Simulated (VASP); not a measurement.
The system is PbF2.

```xyz
3
Lattice="0.0000 2.9579 2.9579 2.9579 0.0000 2.9579 2.9579 2.9579 0.0000" Properties=species:S:1:pos:R:3 pbc="T T T"
Pb    0.0000    0.0000    0.0000
F     4.4369    4.4369    4.4369
F     1.4790    1.4790    1.4790
```

Program: VASP 6.6.1. Alike in all runs: task single point; no spin polarisation; cell as given; smearing gaussian 0.1 eV.

Task: Order these runs on this cell by their band gap on the k mesh, lowest first.
A. level RPBE; potentials or basis VASP PAW PBE potentials, release 64 (Pb_d, F); k mesh 3 × 3 × 3; cutoff (eV) 520
B. level PBE; potentials or basis VASP PAW PBE potentials, release 64 (Pb_d, F); k mesh 2 × 2 × 2; cutoff (eV) 600
C. level LDA; potentials or basis VASP PAW LDA potentials, release 64 (Pb_d, F); k mesh 4 × 4 × 4; cutoff (eV) 600

Result: C (4.22 eV), B (4.44 eV), A (4.83 eV).

Caveats: all runs use coarse meshes; spin-orbit coupling is left out, which moves the levels of the heavy elements.

A k mesh can miss the band edges, odd and even meshes differently.
